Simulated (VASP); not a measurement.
Runs of VASP 6.6.1 on HgTe. The structure is that of space group Fm-3m (No. 225), or close to it. The cells are those of the table. 

```csv
task,cell,gap on the mesh (eV),pressure (GPa)
single point,"a = 4.152 Å, angles 59.3°, 2 atoms",none,6.4
single point,"a = 4.118 Å, angles 60.0°, 2 atoms",none,(a)
single point,"a = 4.173, b = 4.173, c = 4.214 Å, angles 59.7, 59.7, 60.7°, 2 atoms",none,3.2
electric field gradients,"a = 4.047 Å, angles 60.0°, 2 atoms",none,12.9
electric field gradients,"a = 4.111, b = 4.111, c = 4.090 Å, angles 60.2, 60.2, 59.7°, 2 atoms",none,8.3
single point,"a = 4.152, b = 4.152, c = 4.173 Å, angles 59.8, 59.8, 60.3°, 2 atoms",none,4.7
single point,"a = 4.186 Å, angles 60.0°, 2 atoms",none,3.1
electric field gradients,"a = 4.076 Å, angles 60.0°, 2 atoms",none,10.5
electric field gradients,"a = 4.104 Å, angles 60.0°, 2 atoms",none,8.3
single point,"a = 4.173 Å, angles 58.7°, 2 atoms",none,6.4
single point,"a = 4.159 Å, angles 60.0°, 2 atoms",none,4.7
single point,"a = 4.076 Å, angles 60.0°, 2 atoms",none,10.5
```

Alike in all rows: level PBEsol; potentials or basis VASP PAW PBE potentials, release 64 (Hg, Te); no spin polarisation; k mesh 12 × 12 × 12; cutoff (eV) 520; smearing fermi-dirac 0.08 eV.

Fill in the values left out.

(a) 7.3.

Caveats: the PAW data sets were made with another functional, which shifts forces and pressure a little; spin-orbit coupling is left out, which moves the levels of the heavy elements.

A k mesh can miss the band edges, and the runs leave out spin-orbit coupling on Hg, Te.

A gap of «none» marks levels without a gap at the run's occupations.
